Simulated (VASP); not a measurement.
# GaP (I-4m2) in VASP: notebook

Runs on GaP. Level: r2SCAN. Tasks: single point.

All numbers are computed with VASP 6.6.1; they aren't measurements. Logs are shortened: lines on timing, memory, paths and dates and some standing lists are left out, and cuts for length are marked.

## Step 1: The cell of the first run

It takes space group I-4m2 (No. 119, tetragonal). Conventional cell: a = 3.700 Å, b = 3.700 Å, c = 5.669 Å, α = 90.00°, β = 90.00°, γ = 90.00°. Ga (site symmetry -4m2) has 4 P at 2.33 Å within 3.1 Å. P (site symmetry -4m2) has 4 Ga at 2.33 Å within 3.1 Å.

## Step 2: Single point, r2SCAN (strain -0.040 along x and y, +0.040 along z)

File POSCAR:

```
GaP
1.0
    0.0000000000      2.6162400000      2.8342600000
    2.6162400000      0.0000000000      2.8342600000
    2.6162400000      2.6162400000      0.0000000000
Ga P
1 1
Direct
    0.0000000000      0.0000000000      0.0000000000
    0.7500000000      0.7500000000      0.7500000000
```

File INCAR.step1:

```
SYSTEM = GaP
PREC = Accurate ; ENCUT = 520
ISMEAR = 0 ; SIGMA = 0.05
LREAL = .FALSE. ; LASPH = .TRUE.
NELM = 80 ; NBANDS = 16
GGA = PE ; ALGO = Normal
EDIFF = 1E-4 ; LWAVE = .TRUE.
LCHARG = .FALSE.
```

File INCAR.step2:

```
SYSTEM = GaP
PREC = Accurate ; ENCUT = 520
EDIFF = 1E-7 ; ISMEAR = 0
SIGMA = 0.05 ; LREAL = .FALSE.
LASPH = .TRUE. ; NELM = 80
ALGO = Normal ; ISIF = 2
LWAVE = .FALSE. ; LCHARG = .FALSE.
METAGGA = R2SCAN ; LMIXTAU = .TRUE.
NBANDS = 16 ; ISTART = 1
```

File KPOINTS:

```
Automatic mesh
0
G
  8 8 8
  0 0 0
```

Potentials or basis: VASP PAW PBE potentials, release 64 (Ga_d, P).

Command:

```sh
> cat potpaw_PBE.64/Ga_d/POTCAR potpaw_PBE.64/P/POTCAR > POTCAR
> cp INCAR.step1 INCAR
> mpirun -np 1 vasp_std > vasp.out
> cp INCAR.step2 INCAR
> mpirun -np 1 vasp_std > vasp.out
```

OUTCAR:

```text
SYSTEM = GaP
   PREC = Accurate
   ENCUT = 520
   EDIFF = 1E-7
   ISMEAR = 0
   LREAL = .FALSE.
   LASPH = .TRUE.
   NELM = 80
   ISIF = 2
   METAGGA = R2SCAN
   ISTART = 1

 ion  position               nearest neighbor table
   1  0.000  0.000  0.000-   2 2.33   2 2.33   2 2.33   2 2.33
   2  0.750  0.750  0.750-   1 2.33   1 2.33   1 2.33   1 2.33

  LATTYP: Found a body centered tetragonal cell.
 ALAT       =     3.6999220904
 C/A-ratio  =     1.5320646926

  Lattice vectors:

 A1 = (  -2.6162400000,   0.0000000000,   2.8342600000)
 A2 = (   2.6162400000,   0.0000000000,   2.8342600000)
 A3 = (   0.0000000000,   2.6162400000,  -2.8342600000)

Analysis of symmetry for initial positions (statically):
=====================================================================
 Subroutine PRICEL returns:
 Original cell was already a primitive cell.

 Routine SETGRP: Setting up the symmetry group for a
 body centered tetragonal supercell.

 Subroutine GETGRP returns: Found  8 space group operations
 (whereof  8 operations were pure point group operations)
 out of a pool of 16 trial point group operations.

The static configuration has the point symmetry D_2d.

Analysis of symmetry for dynamics (positions and initial velocities):
=====================================================================
 Subroutine PRICEL returns:
 Original cell was already a primitive cell.

 Routine SETGRP: Setting up the symmetry group for a
 body centered tetragonal supercell.

 Subroutine GETGRP returns: Found  8 space group operations
 (whereof  8 operations were pure point group operations)
 out of a pool of 16 trial point group operations.

The dynamic configuration has the point symmetry D_2d.

 Subroutine INISYM returns: Found  8 space group operations
 (whereof  8 operations are pure point group operations),
 and found     1 'primitive' translations

----------------------------------------------------------------------------------------

                                     Primitive cell

  volume of cell :      38.7994

  direct lattice vectors                    reciprocal lattice vectors
     0.000000000  2.616240000  2.834260000    -0.191113965  0.191113965  0.176412891
     2.616240000  0.000000000  2.834260000     0.191113965 -0.191113965  0.176412891
     2.616240000  2.616240000  0.000000000     0.191113965  0.191113965 -0.176412891

  length of vectors
     3.857167547  3.857167547  3.699922090     0.322754711  0.322754711  0.322754711

  position of ions in fractional coordinates (direct lattice)
[... 81 lines left out ...]
   EDIFFG = 0.1E-05   stopping-criterion for IOM
   NSW    =      0    number of steps for IOM
   IBRION =     -1    ionic relax: 0-MD 1-quasi-New 2-CG
   NFREE  =      0    steps in history (QN), initial steepest desc. (CG)
   ISIF   =      2    stress and relaxation
   ISYM   =      2    0-nonsym 1-usesym 2-fastsym
   POTIM  = 0.5000    time-step for ionic-motion
   TEBEG  =    0.0;   TEEND  =   0.0 temperature during run
   PSTRESS=    0.0 pullay stress
   NELECT =      18.0000    total number of electrons
   NUPDOWN=      -1.0000    fix difference up-down
   EMIN   =  10.00;   EMAX   =-10.00  energy-range for DOS
   EFERMI =   0.00;   METHOD = LEGACY
   ISMEAR =     0;   SIGMA  =   0.05  broadening in eV -4-tet -1-fermi 0-gaus
   EFERMI_NEDOS =   21; number of points for ismear=-14 and -15
   IALGO  =     38    algorithm
   IMIX   =      4    mixing-type and parameters
     AMIX     =   0.40;   BMIX     =  1.00
     AMIX_MAG =   1.60;   BMIX_MAG =  1.00
  volume/ion in A,a.u.               =      19.40       130.92
  Fermi-wavevector in a.u.,A,eV,Ry     =   1.267333  2.394912 21.852763  1.606133
  Thomas-Fermi vector in A             =   2.400486
   LORBIT       =      0    0 simple, 1 ext, 2 COOP (PROOUT), +10 PAW based schemes
   METAGGA = R2SCAN    functional components
   LHFCALC =     F    Hartree Fock is set to
   AEXX    =    0.0000 exact exchange contribution
   IVDW    =     0    specifies the selected vdW correction
   LEPSILON=     F    determine dielectric tensor
   LRPA    =     F    only Hartree local field effects (RPA)
 non-spin polarized calculation
 Gauss-broadening in eV      SIGMA  =   0.05
  energy-cutoff  :      520.00
  volume of cell :       38.80
 maximum number of plane-waves:      1058
 NGX is ok and might be reduce to    30
   NGX = 15   NGY = 15   NGZ = 13

 number of electron      17.9999995 magnetization

 Free energy of the ion-electron system (eV)
  ---------------------------------------------------
  ext. energy  EPLUGINS =         0.00000000
  ---------------------------------------------------
  free energy    TOTEN  =       -21.39511433 eV

  energy without entropy =      -21.39511433  energy(sigma->0) =      -21.39511433

 E-fermi :   5.3463     XC(G=0): -10.7629

 val. band max:        5.0963224079   @ k =   0.0000   0.0000   0.0000
 cond. band min:       6.5083272859   @ k =   0.3750   0.0000   0.3750
 fundamental gap:      1.4120048779
 Fermi energy:         5.3462704572

 k-point     1 :       0.0000    0.0000    0.0000
  band No.  band energies     occupation
      1     -10.1792      2.00000
      2     -10.1533      2.00000
      3     -10.1530      2.00000
      4     -10.0412      2.00000
      5     -10.0346      2.00000
      6      -8.4343      2.00000
[... 433 lines left out ...]
      3     -10.1242      2.00000
      4     -10.0521      2.00000
      5     -10.0184      2.00000
      6      -6.7741      2.00000
[... 8 lines left out ...]
     15      16.1795      0.00000
     16      17.1810      0.00000

 [... further k-points ...]

------------------------ aborting loop because EDIFF is reached ----------------------------------------

  FORCE on cell =-STRESS in cart. coord.  units (eV):
  Direction    XX          YY          ZZ          XY          YZ          ZX
  --------------------------------------------------------------------------------------
  -------------------------------------------------------------------------------------
  Total        1.5694053      1.5694053     -0.2795802      0.0000000      0.0000000      0.0000000
  in kB       64.8068420     64.8068420    -11.5449522      0.0000000      0.0000000      0.0000000
  external PRESSURE =      39.3562439 kB  Pullay stress =       0.0000000 kB

 VOLUME and BASIS-vectors are now :
 -----------------------------------------------------------------------------
  energy-cutoff  :      520.00
  volume of cell :       38.80
      direct lattice vectors                 reciprocal lattice vectors
     0.000000000  2.616240000  2.834260000    -0.191113965  0.191113965  0.176412891
     2.616240000  0.000000000  2.834260000     0.191113965 -0.191113965  0.176412891
     2.616240000  2.616240000  0.000000000     0.191113965  0.191113965 -0.176412891

 POSITION                                       TOTAL-FORCE (eV/Angst)
 -----------------------------------------------------------------------------------
      0.00000      0.00000      0.00000        -0.000000     -0.000000      0.000000
      3.92436      3.92436      4.25139         0.000000      0.000000     -0.000000
 -----------------------------------------------------------------------------------
    total drift:                                0.000064      0.000064     -0.000421

  FREE ENERGIE OF THE ION-ELECTRON SYSTEM (eV)
  ---------------------------------------------------
  free  energy   TOTEN  =       -21.3951143262 eV

  energy  without entropy=      -21.3951143262  energy(sigma->0) =      -21.39511433
```

It took 2.3 min on 1 thread of Intel Xeon Platinum 8488C (Sapphire Rapids), shared host; peak memory 0.19 GiB.

What came out:

| Quantity | Value |
| --- | --- |
| Free energy | -21.3951 eV |
| Pressure | 3.9 GPa |
| Band gap on the k mesh | 1.41 eV, indirect (least direct gap 2.47 eV) |

Stress tensor (GPa, compression positive):
```
 6.48  0.00  0.00
 0.00  6.48  0.00
 0.00  0.00 -1.15
```

Levels at points of the mesh, in eV from the valence-band top:
```tsv
k point	band 5	band 6	band 7	band 8	band 9	band 10	band 11	band 12	band 13	band 14
(0.00, 0.00, 0.00)	-15.13	-13.53	-0.56	0.00	0.00	2.47	3.97	3.97	4.16	9.09
(0.50, 0.00, 0.00)	-15.11	-11.22	-7.28	-1.79	-1.03	1.81	4.75	5.20	8.81	11.60
(0.50, 0.50, 0.00)	-15.12	-10.51	-7.72	-2.71	-2.71	2.09	2.44	11.53	11.53	11.67
(0.50, 0.00, 0.50)	-15.10	-10.09	-7.15	-3.34	-3.28	1.45	1.62	10.90	11.08	12.28
```

Caveat: the cell differs from its parent crystal (strain -0.040 along x and y, +0.040 along z); the PAW data sets were made with another functional, which shifts forces and pressure a little. A k mesh can miss the band edges.

## Step 3: Single point, r2SCAN (strain +0.000 along x and y, -0.040 along z)

File POSCAR:

```
GaP
1.0
    0.0000000000      2.7252500000      2.6162400000
    2.7252500000      0.0000000000      2.6162400000
    2.7252500000      2.7252500000      0.0000000000
Ga P
1 1
Direct
    0.0000000000      0.0000000000      0.0000000000
    0.7500000000      0.7500000000      0.7500000000
```

File INCAR.step1:

```
SYSTEM = GaP
PREC = Accurate
ENCUT = 520
ISMEAR = 0
SIGMA = 0.05
LREAL = .False.
LASPH = .True.
NELM = 100
NBANDS = 16
GGA = PE
ALGO = Normal
EDIFF = 1E-4
LWAVE = .True.
LCHARG = .False.
```

File INCAR.step2:

```
SYSTEM = GaP
PREC = Accurate
ENCUT = 520
EDIFF = 1E-7
ISMEAR = 0
SIGMA = 0.05
LREAL = .False.
LASPH = .True.
NELM = 100
ALGO = Normal
ISIF = 2
LWAVE = .False.
LCHARG = .True.
METAGGA = R2SCAN
LMIXTAU = .True.
LELF = .True.
LVHAR = .True.
NBANDS = 16
ISTART = 1
```

File KPOINTS:

```
regular mesh
0
Gamma
  8 8 8
  0 0 0
```

Potentials or basis: VASP PAW PBE potentials, release 64 (Ga_d, P).

Command:

```sh
> cat potpaw_PBE.64/Ga_d/POTCAR potpaw_PBE.64/P/POTCAR > POTCAR
> cp INCAR.step1 INCAR
> mpirun -np 1 vasp_std > vasp.out
> cp INCAR.step2 INCAR
> mpirun -np 1 vasp_std > vasp.out
```

Wall time 1.7 min (1 thread of Intel Xeon Platinum 8488C (Sapphire Rapids), shared host); peak memory 0.19 GiB.

The run converged. Its results:

```
Free energy            : -21.4334 eV
Pressure               : 3.9 GPa
Band gap on the k mesh : 1.42 eV, indirect (least direct gap 2.54 eV)
```

Stress tensor (GPa, compression positive):
```
2.83 0.00 0.00
0.00 2.83 0.00
0.00 0.00 5.94
```

Levels at points of the mesh, in eV from the valence-band top:
```tsv
k point	band 6	band 7	band 8	band 9	band 10	band 11	band 12	band 13
(0.00, 0.00, 0.00)	-13.50	-0.23	-0.23	0.00	2.54	3.97	4.06	4.06
(0.50, 0.00, 0.00)	-11.19	-7.25	-1.56	-1.21	1.98	4.72	5.11	8.79
(0.50, 0.50, 0.00)	-10.07	-7.12	-3.30	-3.30	1.47	1.63	11.48	11.48
(0.50, 0.00, 0.50)	-10.27	-7.41	-3.01	-2.98	1.78	2.05	11.34	11.45
```

Caveat: the cell differs from its parent crystal (strain +0.000 along x and y, -0.040 along z); the PAW data sets were made with another functional, which shifts forces and pressure a little. A k mesh can miss the band edges.
